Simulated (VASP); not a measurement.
Here is a VASP 6.6.1 calculation.

The input INCAR:

```
SYSTEM = Pt
PREC = Accurate
ENCUT = 500
EDIFF = 1E-6
ISMEAR = 0
SIGMA = 0.025
LREAL = .False.
LASPH = .True.
NELM = 120
ALGO = Normal
ISIF = 2
LWAVE = .False.
LCHARG = .False.
GGA = PS
NBANDS = 17
GGA_COMPAT = .False.
```

File KPOINTS:

```
regular mesh
0
Gamma
  12 12 6
  0 0 0
```

The input POSCAR:

```
Pt
1.0
    2.7606660000      0.0000000000      0.0000000000
   -1.3803330000      2.3908068874      0.0000000000
    0.0000000000      0.0000000000      4.7921340000
Pt
2
Direct
    0.6666666667      0.3333333333      0.7500000000
    0.3333333333      0.6666666667      0.2500000000
```

Potentials or basis: VASP PAW PBE potentials, release 64 (Pt).

Launch:

```console
$ cat potpaw_PBE.64/Pt/POTCAR > POTCAR
$ mpirun -np 1 vasp_std > vasp.out
```

Q: Predict the pressure.

A: -11.3 GPa.

Q: Predict the band gap on the k mesh.

A: Zero (bands 10 and 11 overlap by 1.27 eV).

Stress tensor (GPa, compression positive):
```
-11.52   0.00   0.00
  0.00 -11.52   0.00
  0.00   0.00 -10.91
```

Caveat: the cell stands under tension; the PAW data sets were made with another functional, which shifts forces and pressure a little; spin-orbit coupling is left out, which moves the levels of the heavy elements.
